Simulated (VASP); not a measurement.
Wanted: the native input for a VASP 6.6.1 run.

```
Task                   : relaxation of cell and atoms
Functional             : PBE
Potentials or basis    : VASP PAW PBE potentials, release 64 (Si, Sn_d)
Cutoff                 : 600 eV
k mesh                 : 6 × 6 × 2
Occupations            : gaussian, width 0.1 eV
Spin                   : no spin polarisation
Dipole correction      : no
Further INCAR settings : ALGO = Normal; EDIFF = 1e-06; IBRION = 2; EDIFFG = -0.04; NSW = 90; ISIF = 3
```

The structure of Si2Sn lies in POSCAR:

```
Si2Sn
1.0
    3.0600986700      0.0000000000      0.0000000000
   -1.5300493300      2.6501231900      0.0000000000
    0.0000000000      0.0000000000     14.4183029100
Si Sn
4 2
Direct
    0.3333333300      0.6666666700      0.5000000000
    0.6666666700      0.3333333300      0.0000000000
    0.6666666700      0.3333333300      0.3333333300
    0.6666666700      0.3333333300      0.6666666700
    0.3333333300      0.6666666700      0.8333333300
    0.3333333300      0.6666666700      0.1666666700
```

One way to write it, as run:

INCAR

```
SYSTEM = Si2Sn
PREC = Accurate
ENCUT = 600
EDIFF = 1E-6
ISMEAR = 0
SIGMA = 0.1
LREAL = .False.
LASPH = .True.
NELM = 80
ALGO = Normal
ISIF = 3
LWAVE = .False.
LCHARG = .False.
GGA = PE
IBRION = 2
NSW = 90
EDIFFG = -0.04
```

KPOINTS

```
Automatic mesh
0
Gamma
  6 6 2
  0 0 0
```

Potentials or basis: VASP PAW PBE potentials, release 64 (Si, Sn_d).

Launch:

```bash
$ cat potpaw_PBE.64/Si/POTCAR potpaw_PBE.64/Sn_d/POTCAR > POTCAR
$ mpirun -np 1 vasp_std > vasp.out
```

It gave:

| Item | Value |
| --- | --- |
| Relaxed volume | 20.63 Å³/atom |
| Relaxed cell | a = 3.673 Å, b = 3.673 Å, c = 10.593 Å, α = 90.00°, β = 90.00°, γ = 120.00° |
| Space group after relaxing (to 0.05 Å) | P-6m2 (No. 187) |
| Energy gained by relaxing | 306.5 meV/atom |
| Ionic steps | 39 |
| Pressure after relaxing | 0.1 GPa |
| Largest force after relaxing | 0.016 eV/Å |
| Band gap on the k mesh | zero (band 22 reaches 9.97 eV, above the bottom of band 23 at 5.65 eV) |

Caveat: the k points lie up to 0.33 Å⁻¹ apart in the final cell; spin-orbit coupling is left out, which moves the levels of the heavy elements.

It took 17 min on 1 thread of Intel(R) Xeon(R) Platinum 8259CL CPU @ 2.50GHz (Skylake/Cascade Lake) (shared host), peak memory 0.28 GiB.
